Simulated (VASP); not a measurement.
# EuS (Fm-3m) in VASP: notebook, part 3 of 3

VASP 6.6.1.

## Step 4: Single point, r2SCAN+rVV10+U, collinear spin (26.51 Å³/atom)

This run uses another cell than the first one, of 26.51 Å³/atom.

POSCAR

```
EuS
1.0
    0.0000000000      2.9818913016      2.9818913016
    2.9818913016      0.0000000000      2.9818913016
    2.9818913016      2.9818913016      0.0000000000
Eu S
1 1
Direct
    0.5000000000      0.5000000000      0.5000000000
    0.0000000000      0.0000000000      0.0000000000
```

INCAR.step1

```
ALGO = Normal
EDIFF = 1E-5
ENCUT = 800
GGA = PE
GGA_COMPAT = False
ISMEAR = 0
ISPIN = 2
LASPH = True
LCHARG = False
LDAU = True
LDAUJ = 0 0
LDAUL = 3 -1
LDAUTYPE = 2
LDAUU = 4 0
LMAXMIX = 6
LREAL = False
LWAVE = True
MAGMOM = 7.57 -0.08
NBANDS = 22
NELM = 200
PREC = Accurate
SIGMA = 0.05
```

INCAR.step2

```
ALGO = Normal
BPARAM = 11.95
CPARAM = 0.0093
EDIFF = 1E-6
ENCUT = 800
GGA_COMPAT = False
ISIF = 2
ISMEAR = 0
ISPIN = 2
ISTART = 1
IVDW_NL = 2
LASPH = True
LCHARG = False
LDAU = True
LDAUJ = 0 0
LDAUL = 3 -1
LDAUPRINT = 1
LDAUTYPE = 2
LDAUU = 4 0
LMAXMIX = 6
LMIXTAU = True
LORBIT = 11
LREAL = False
LUSE_VDW = True
LWAVE = False
MAGMOM = 7.57 -0.08
METAGGA = R2SCAN
NBANDS = 22
NELM = 200
PREC = Accurate
SIGMA = 0.05
```

KPOINTS

```
k-points
0
Gamma
  8 8 8
```

Potentials or basis: VASP PAW PBE potentials, release 64 (Eu, S).

Launch:

```
cat potpaw_PBE.64/Eu/POTCAR potpaw_PBE.64/S/POTCAR > POTCAR
cp INCAR.step1 INCAR
mpirun -np 1 vasp_std > vasp.out
cp INCAR.step2 INCAR
mpirun -np 1 vasp_std > vasp.out
```

OUTCAR:

```text
BPARAM = 11.95
   EDIFF = 1E-6
   ENCUT = 800
   ISIF = 2
   ISMEAR = 0
   ISPIN = 2
   ISTART = 1
   IVDW_NL = 2
   LASPH = True
   LORBIT = 11
   LREAL = False
   METAGGA = R2SCAN
   NELM = 200
   PREC = Accurate

 ion  position               nearest neighbor table
   1  0.500  0.500  0.500-   2 2.98   2 2.98   2 2.98   2 2.98   2 2.98   2 2.98
   2  0.000  0.000  0.000-   1 2.98   1 2.98   1 2.98   1 2.98   1 2.98   1 2.98

  LATTYP: Found a face centered cubic cell.
 ALAT       =     5.9637826032

  Lattice vectors:

 A1 = (   0.0000000000,   2.9818913016,   2.9818913016)
 A2 = (   2.9818913016,   0.0000000000,   2.9818913016)
 A3 = (   2.9818913016,   2.9818913016,   0.0000000000)

Analysis of symmetry for initial positions (statically):
=====================================================================
 Subroutine PRICEL returns:
 Original cell was already a primitive cell.

 Routine SETGRP: Setting up the symmetry group for a
 face centered cubic supercell.

 Subroutine GETGRP returns: Found 48 space group operations
 (whereof 48 operations were pure point group operations)
 out of a pool of 48 trial point group operations.

The static configuration has the point symmetry O_h .

Analysis of symmetry for dynamics (positions and initial velocities):
=====================================================================
 Subroutine PRICEL returns:
 Original cell was already a primitive cell.

 Routine SETGRP: Setting up the symmetry group for a
 face centered cubic supercell.

 Subroutine GETGRP returns: Found 48 space group operations
 (whereof 48 operations were pure point group operations)
 out of a pool of 48 trial point group operations.

The dynamic configuration has the point symmetry O_h .

Analysis of structural, dynamic, and magnetic symmetry:
=====================================================================
 Subroutine PRICEL returns:
 Original cell was already a primitive cell.

[... 172 lines left out ...]
  0.0000 -0.0000  0.0000 -0.0000  0.0000  0.0007  0.0000
 -0.0000  0.0000  0.0000 -0.0000 -0.0009  0.0000  0.0019

 occupancies and eigenvectors

  o =  0.0000  v =  0.0000  0.0000  0.0000  0.0000  0.0000  0.0000  0.0000 -0.0000 -1.0000  0.0000 -0.0000  0.0000 -0.0000  0.0000      0.0000  0.0000  0.0000  0.0000  0.0000  0.0000  0.0000  0.0000  0.0000  0.0000  0.0000  0.0000  0.0000  0.0000
  o =  0.0007  v =  0.0000  0.0000  0.0000  0.0000  0.0000  0.0000  0.0000 -0.0044 -0.0000  0.0057 -0.0000 -0.7905  0.0042 -0.6124      0.0000  0.0000  0.0000  0.0000  0.0000  0.0000  0.0000  0.0000  0.0000  0.0000  0.0000  0.0000  0.0000  0.0000
  o =  0.0007  v =  0.0000  0.0000  0.0000  0.0000  0.0000  0.0000  0.0000 -0.0036  0.0000  0.0046 -0.0000 -0.0033 -1.0000 -0.0026      0.0000  0.0000  0.0000  0.0000  0.0000  0.0000  0.0000  0.0000  0.0000  0.0000  0.0000  0.0000  0.0000  0.0000
  o =  0.0007  v =  0.0000  0.0000  0.0000  0.0000  0.0000  0.0000  0.0000 -0.6123  0.0000  0.7905 -0.0000  0.0057  0.0058  0.0044      0.0000  0.0000  0.0000  0.0000  0.0000  0.0000  0.0000  0.0000  0.0000  0.0000  0.0000  0.0000  0.0000  0.0000
  o =  0.0026  v =  0.0000  0.0000  0.0000  0.0000  0.0000  0.0000  0.0000 -0.7905 -0.0000 -0.6123  0.0008  0.0072 -0.0000 -0.0093      0.0000  0.0000  0.0000  0.0000  0.0000  0.0000  0.0000  0.0000  0.0000  0.0000  0.0000  0.0000  0.0000  0.0000
  o =  0.0026  v =  0.0000  0.0000  0.0000  0.0000  0.0000  0.0000  0.0000  0.0093  0.0000  0.0072 -0.0000  0.6123 -0.0000 -0.7905      0.0000  0.0000  0.0000  0.0000  0.0000  0.0000  0.0000  0.0000  0.0000  0.0000  0.0000  0.0000  0.0000  0.0000
  o =  0.0026  v =  0.0000  0.0000  0.0000  0.0000  0.0000  0.0000  0.0000 -0.0006  0.0000 -0.0005 -1.0000 -0.0000  0.0000  0.0000      0.0000  0.0000  0.0000  0.0000  0.0000  0.0000  0.0000  0.0000  0.0000  0.0000  0.0000  0.0000  0.0000  0.0000
  o =  0.9708  v = -0.0002 -0.0000 -0.0002 -0.9957  0.0565 -0.0000 -0.0730  0.0000  0.0000  0.0000  0.0000  0.0000  0.0000  0.0000      0.0000  0.0000  0.0000  0.0000  0.0000  0.0000  0.0000  0.0000  0.0000  0.0000  0.0000  0.0000  0.0000  0.0000
  o =  0.9708  v =  0.7903  0.0000  0.6122 -0.0026 -0.0158 -0.0000  0.0204  0.0000  0.0000  0.0000  0.0000  0.0000  0.0000  0.0000      0.0000  0.0000  0.0000  0.0000  0.0000  0.0000  0.0000  0.0000  0.0000  0.0000  0.0000  0.0000  0.0000  0.0000
  o =  0.9708  v = -0.0205 -0.0000 -0.0159 -0.0923 -0.6096 -0.0000  0.7869  0.0000  0.0000  0.0000  0.0000  0.0000  0.0000  0.0000      0.0000  0.0000  0.0000  0.0000  0.0000  0.0000  0.0000  0.0000  0.0000  0.0000  0.0000  0.0000  0.0000  0.0000
  o =  0.9728  v =  0.0000 -1.0000 -0.0000  0.0000  0.0000  0.0000  0.0000  0.0000  0.0000  0.0000  0.0000  0.0000  0.0000  0.0000      0.0000  0.0000  0.0000  0.0000  0.0000  0.0000  0.0000  0.0000  0.0000  0.0000  0.0000  0.0000  0.0000  0.0000
  o =  0.9742  v = -0.0007  0.0000  0.0008  0.0000  0.4824  0.7922  0.3737  0.0000  0.0000  0.0000  0.0000  0.0000  0.0000  0.0000      0.0000  0.0000  0.0000  0.0000  0.0000  0.0000  0.0000  0.0000  0.0000  0.0000  0.0000  0.0000  0.0000  0.0000
  o =  0.9742  v = -0.0026 -0.0000  0.0033 -0.0000 -0.6263  0.6102 -0.4851  0.0000  0.0000  0.0000  0.0000  0.0000  0.0000  0.0000      0.0000  0.0000  0.0000  0.0000  0.0000  0.0000  0.0000  0.0000  0.0000  0.0000  0.0000  0.0000  0.0000  0.0000
  o =  0.9742  v =  0.6124  0.0000 -0.7906 -0.0000 -0.0021  0.0034 -0.0016  0.0000  0.0000  0.0000  0.0000  0.0000  0.0000  0.0000      0.0000  0.0000  0.0000  0.0000  0.0000  0.0000  0.0000  0.0000  0.0000  0.0000  0.0000  0.0000  0.0000  0.0000

 number of electron      23.0000002 magnetization       7.0000002

 Free energy of the ion-electron system (eV)
  ---------------------------------------------------
  ext. energy  EPLUGINS =         0.00000000
  ---------------------------------------------------
  free energy    TOTEN  =       -51.49427527 eV

  energy without entropy =      -51.49422522  energy(sigma->0) =      -51.49425024

 E-fermi :   3.5994     XC(G=0): -10.0797

 val. band max:        3.5447691830   @ k =   0.0000   0.0000   0.0000
 cond. band min:       3.6540851474   @ k =   0.5000   0.5000   0.0000
 fundamental gap:      0.1093159645
 Fermi energy:         3.5994293722

 spin component 1

 k-point     1 :       0.0000    0.0000    0.0000
  band No.  band energies     occupation
      1     -38.0892      1.00000
      2     -16.3192      1.00000
      3     -16.3192      1.00000
      4     -16.3192      1.00000
      5      -9.9030      1.00000
      6       1.1054      1.00000
[... 1193 lines left out ...]
     21      13.5659      0.00000
     22      13.6927      0.00000

 [... further k-points ...]

------------------------ aborting loop because EDIFF is reached ----------------------------------------

  FORCE on cell =-STRESS in cart. coord.  units (eV):
  Direction    XX          YY          ZZ          XY          YZ          ZX
  --------------------------------------------------------------------------------------
  -------------------------------------------------------------------------------------
  Total       -0.3407197     -0.3407197     -0.3407197     -0.0000000      0.0000000     -0.0000000
  in kB      -10.2944323    -10.2944323    -10.2944323     -0.0000000      0.0000000     -0.0000000
  external PRESSURE =     -10.2944323 kB  Pullay stress =       0.0000000 kB

 VOLUME and BASIS-vectors are now :
 -----------------------------------------------------------------------------
  energy-cutoff  :      800.00
  volume of cell :       53.03
      direct lattice vectors                 reciprocal lattice vectors
     0.000000000  2.981891302  2.981891302    -0.167678815  0.167678815  0.167678815
     2.981891302  0.000000000  2.981891302     0.167678815 -0.167678815  0.167678815
     2.981891302  2.981891302  0.000000000     0.167678815  0.167678815 -0.167678815

 POSITION                                       TOTAL-FORCE (eV/Angst)
 -----------------------------------------------------------------------------------
      2.98189      2.98189      2.98189        -0.000000     -0.000000     -0.000000
      0.00000      0.00000      0.00000         0.000000      0.000000      0.000000
 -----------------------------------------------------------------------------------
    total drift:                               -0.000000     -0.000000      0.000000

  FREE ENERGIE OF THE ION-ELECTRON SYSTEM (eV)
  ---------------------------------------------------
  free  energy   TOTEN  =       -51.4942752680 eV

  energy  without entropy=      -51.4942252189  energy(sigma->0) =      -51.49425024

 total charge

# of ion       s       p       d       f       tot
--------------------------------------------------
    1        2.036   5.827   0.231   6.810  14.904
    2        1.305   2.472   0.000   0.000   3.777
--------------------------------------------------
tot          3.341   8.299   0.231   6.810  18.682

 magnetization (x)

# of ion       s       p       d       f       tot
--------------------------------------------------
    1       -0.027  -0.194   0.048   6.791   6.619
    2       -0.008  -0.067   0.000   0.000  -0.076
--------------------------------------------------
tot         -0.035  -0.261   0.048   6.791   6.543
```

Run time: 13 min. Hardware: 1 thread of AMD EPYC 9755, shared host; peak memory 0.6 GiB.

What came out:

```yaml
Free_energy: -51.4943 eV
Pressure: -1.0 GPa
Band_gap_on_the_k_mesh: 0.11 eV (least direct gap 0.32 eV)
Net_moment: 7.00 μB per cell
Site_moments: Eu +6.62; S -0.08 μB
Valence_electrons_inside_the_program's_atomic_spheres: Eu 14.90; S 3.78
```

Eigenvalues of the final occupation matrices:
```
    site  spin  trace                         eigenvalues
site 1 f     1   6.81  0.97 0.97 0.97 0.97 0.97 0.97 0.97
site 1 f     2   0.01  0.00 0.00 0.00 0.00 0.00 0.00 0.00
```

Caveat: the PAW data sets were made with another functional, which shifts forces and pressure a little; spin-orbit coupling is left out, which moves the levels of the heavy elements; a cell with one magnetic atom can't hold antiferromagnetic order, which such compounds often take. A k mesh can miss the band edges.

## Step 5: Single point, r2SCAN+D3(BJ)+U, collinear spin (26.60 Å³/atom)

This run uses another cell than the first one, of 26.60 Å³/atom.

POSCAR

```
EuS
1.0
    0.0000000000      2.9850212072      2.9850212072
    2.9850212072      0.0000000000      2.9850212072
    2.9850212072      2.9850212072      0.0000000000
Eu S
1 1
Direct
    0.5000000000      0.5000000000      0.5000000000
    0.0000000000      0.0000000000      0.0000000000
```

INCAR.step1

```
SYSTEM = EuS
  PREC = Accurate
  ENCUT = 800
  ISMEAR = 0
  SIGMA = 0.05
  LREAL = .False.
  LASPH = .True.
  NELM = 200
  ISPIN = 2
  MAGMOM = 7.57 -0.08
  LMAXMIX = 6
  LDAU = .True.
  LDAUTYPE = 2
  LDAUL = 3 -1
  LDAUU = 4 0
  LDAUJ = 0 0
  NBANDS = 22
  GGA = PE
  ALGO = Normal
  EDIFF = 1E-5
  LWAVE = .True.
  LCHARG = .False.
  GGA_COMPAT = .False.
```

INCAR.step2

```
SYSTEM = EuS
  PREC = Accurate
  ENCUT = 800
  EDIFF = 1E-6
  ISMEAR = 0
  SIGMA = 0.05
  LREAL = .False.
  LASPH = .True.
  NELM = 200
  ALGO = Normal
  ISIF = 2
  LWAVE = .False.
  LCHARG = .False.
  ISPIN = 2
  MAGMOM = 7.57 -0.08
  LORBIT = 11
  LMAXMIX = 6
  LDAU = .True.
  LDAUTYPE = 2
  LDAUL = 3 -1
  LDAUU = 4 0
  LDAUJ = 0 0
  LDAUPRINT = 1
  METAGGA = R2SCAN
  LMIXTAU = .True.
  IVDW = 12
  VDW_S6 = 1.0
  VDW_S8 = 0.78981345
  VDW_A1 = 0.49484001
  VDW_A2 = 5.73083694
  NBANDS = 22
  ISTART = 1
  GGA_COMPAT = .False.
```

KPOINTS

```
regular mesh
0
Gamma
  8 8 8
  0 0 0
```

Potentials or basis: VASP PAW PBE potentials, release 64 (Eu, S).

Launch:

```
cat potpaw_PBE.64/Eu/POTCAR potpaw_PBE.64/S/POTCAR > POTCAR
cp INCAR.step1 INCAR
mpirun -np 1 vasp_std > vasp.out
cp INCAR.step2 INCAR
mpirun -np 1 vasp_std > vasp.out
```

OUTCAR:

```text
SYSTEM = EuS
   PREC = Accurate
   ENCUT = 800
   EDIFF = 1E-6
   ISMEAR = 0
   LREAL = .False.
   LASPH = .True.
   NELM = 200
   ISIF = 2
   ISPIN = 2
   LORBIT = 11
   METAGGA = R2SCAN
   IVDW = 12
   ISTART = 1
 IVDW          = 12

 ion  position               nearest neighbor table
   1  0.500  0.500  0.500-   2 2.99   2 2.99   2 2.99   2 2.99   2 2.99   2 2.99
   2  0.000  0.000  0.000-   1 2.99   1 2.99   1 2.99   1 2.99   1 2.99   1 2.99

[... 1469 lines left out ...]
  external pressure =      -12.40 kB  Pullay stress =        0.00 kB

 VOLUME and BASIS-vectors are now :
 -----------------------------------------------------------------------------
  energy-cutoff  :      800.00
  volume of cell :       53.20
      direct lattice vectors                 reciprocal lattice vectors
     0.000000000  2.985021207  2.985021207    -0.167502998  0.167502998  0.167502998
     2.985021207  0.000000000  2.985021207     0.167502998 -0.167502998  0.167502998
     2.985021207  2.985021207  0.000000000     0.167502998  0.167502998 -0.167502998

 POSITION                                       TOTAL-FORCE (eV/Angst)
 -----------------------------------------------------------------------------------
      2.98502      2.98502      2.98502         0.000000      0.000000     -0.000000
      0.00000      0.00000      0.00000        -0.000000     -0.000000      0.000000
 -----------------------------------------------------------------------------------
    total drift:                               -0.000000     -0.000000      0.000000

  FREE ENERGIE OF THE ION-ELECTRON SYSTEM (eV)
  ---------------------------------------------------
  free  energy   TOTEN  =       -52.4370833410 eV

  energy  without entropy=      -52.4370766214  energy(sigma->0) =      -52.43707998

 total charge

# of ion       s       p       d       f       tot
--------------------------------------------------
    1        2.036   5.830   0.229   6.815  14.908
    2        1.305   2.478   0.000   0.000   3.784
--------------------------------------------------
tot          3.341   8.308   0.229   6.815  18.692

 magnetization (x)

# of ion       s       p       d       f       tot
--------------------------------------------------
    1       -0.027  -0.195   0.047   6.796   6.621
    2       -0.008  -0.066   0.000   0.000  -0.075
--------------------------------------------------
tot         -0.035  -0.261   0.047   6.796   6.547
```

OUTCAR.step1:

```text
SYSTEM = EuS
   PREC = Accurate
   ENCUT = 800
   ISMEAR = 0
   LREAL = .False.
   LASPH = .True.
[... 1446 lines left out ...]
      2.98502      2.98502      2.98502        -0.000000     -0.000000      0.000000
      0.00000      0.00000      0.00000         0.000000      0.000000     -0.000000
 -----------------------------------------------------------------------------------
    total drift:                               -0.000000     -0.000000      0.000000

  FREE ENERGIE OF THE ION-ELECTRON SYSTEM (eV)
  ---------------------------------------------------
  free  energy   TOTEN  =       -19.3411822308 eV

  energy  without entropy=      -19.3410557898  energy(sigma->0) =      -19.34111901
```

OSZICAR.step1:

```text
N       E                     dE             d eps       ncg     rms          rms(c)
DAV:   1     0.172366620282E+03    0.17237E+03   -0.10732E+04  3672   0.574E+03
DAV:   2     0.154413464559E+02   -0.15693E+03   -0.13541E+03  3576   0.466E+02
DAV:   3    -0.115626603681E+02   -0.27004E+02   -0.26501E+02  3878   0.132E+02
DAV:   4    -0.147267429727E+02   -0.31641E+01   -0.31485E+01  4922   0.325E+01
DAV:   5    -0.148858967103E+02   -0.15915E+00   -0.15900E+00  3984   0.887E+00    0.295E+01
DAV:   6    -0.193616054796E+02   -0.44757E+01   -0.30431E+00  3924   0.298E+01    0.186E+01
DAV:   7    -0.193107099894E+02    0.50895E-01   -0.32261E+00  4278   0.523E+01    0.106E+01
DAV:   8    -0.193143676268E+02   -0.36576E-02   -0.42660E-01  4260   0.108E+01    0.713E+00
DAV:   9    -0.193274491731E+02   -0.13082E-01   -0.72470E-02  4700   0.424E+00    0.605E+00
DAV:  10    -0.193380555014E+02   -0.10606E-01   -0.10269E-02  4458   0.137E+00    0.332E+00
DAV:  11    -0.193402263844E+02   -0.21709E-02   -0.76798E-03  3850   0.165E+00    0.882E-01
DAV:  12    -0.193410449890E+02   -0.81860E-03   -0.11250E-03  3966   0.296E-01    0.617E-01
DAV:  13    -0.193411032972E+02   -0.58308E-04   -0.16825E-04  4556   0.182E-01    0.230E-01
DAV:  14    -0.193411798120E+02   -0.76515E-04   -0.83368E-05  3328   0.717E-02    0.178E-01
DAV:  15    -0.193411822308E+02   -0.24187E-05   -0.54061E-06  2718   0.487E-02
   1 F= -.19341182E+02 E0= -.19341119E+02  d E =-.126441E-03  mag=     7.0001
```

It took 15 min on 1 thread of Oxide Virtual Turin-like, shared host; peak memory 0.37 GiB.

What came out:

```yaml
Free_energy: -52.4371 eV
Pressure: -1.2 GPa
Band_gap_on_the_k_mesh: 0.18 eV (least direct gap 0.38 eV)
Net_moment: 7.00 μB per cell
Site_moments: Eu +6.62; S -0.07 μB
Valence_electrons_inside_the_program's_atomic_spheres: Eu 14.91; S 3.78
Dispersion_energy_per_atom: -0.158 eV
```

Levels at points of the mesh, in eV from the valence-band top:
Spin up:
```csv
k point,band 13,band 14,band 15,band 16,band 17,band 18
"(0.00, 0.00, 0.00)",0.00,0.00,0.00,2.05,2.12,2.12
"(0.50, 0.00, 0.00)",-0.46,-0.43,-0.42,3.97,4.37,4.82
"(0.50, 0.50, 0.00)",-0.44,-0.20,-0.20,0.18,4.20,4.45
```
Spin down:
```
           k point  band 4  band 5  band 6  band 7  band 8  band 9  band 10  band 11  band 12  band 13
(0.00, 0.00, 0.00)  -17.28  -13.44   -2.11   -2.11   -2.11    2.63     2.89     2.89     2.89     3.96
(0.50, 0.00, 0.00)  -17.30  -12.39   -4.62   -3.26   -3.26    4.15     5.18     5.99     5.99     7.37
(0.50, 0.50, 0.00)  -17.41  -13.12   -3.26   -2.47   -2.47    0.77     5.27     5.33     6.92     7.27
```

Eigenvalues of the final occupation matrices:
```tsv
site	spin	trace	eigenvalues
site 1 f	1	6.81	0.97 0.97 0.97 0.97 0.97 0.97 0.97
site 1 f	2	0.01	0.00 0.00 0.00 0.00 0.00 0.00 0.00
```

Caveat: three body term missing; the PAW data sets were made with another functional, which shifts forces and pressure a little; spin-orbit coupling is left out, which moves the levels of the heavy elements; a cell with one magnetic atom can't hold antiferromagnetic order, which such compounds often take. A k mesh can miss the band edges.

## Step 6: The runs side by side

```csv
level,spin,cell,gap on the mesh (eV),pressure (GPa),moment (μB)
r2SCAN+D3(BJ)+U,"collinear, ferromagnetic start","a = 4.212 Å, angles 60.0°, 2 atoms",0.15,-0.9,7.00
r2SCAN+rVV10+U,"collinear, ferromagnetic start","a = 4.212 Å, angles 60.0°, 2 atoms",0.09,-0.9,7.00
r2SCAN+rVV10+U,collinear,"a = 4.217 Å, angles 60.0°, 2 atoms",0.11,-1.0,7.00
r2SCAN+D3(BJ)+U,collinear,"a = 4.221 Å, angles 60.0°, 2 atoms",0.18,-1.2,7.00
```

Alike in all rows: task single point; potentials or basis VASP PAW PBE potentials, release 64 (Eu, S); Eu f U = 4.0 eV; k mesh 8 × 8 × 8; cutoff (eV) 800; smearing gaussian 0.05 eV.

Caveats: the PAW data sets were made with another functional, which shifts forces and pressure a little; spin-orbit coupling is left out, which moves the levels of the heavy elements; a cell with one magnetic atom can't hold antiferromagnetic order, which such compounds often take; three body term missing (at least some runs).

Total energies depend on the potentials used, so only differences within one code and one set of settings carry meaning.
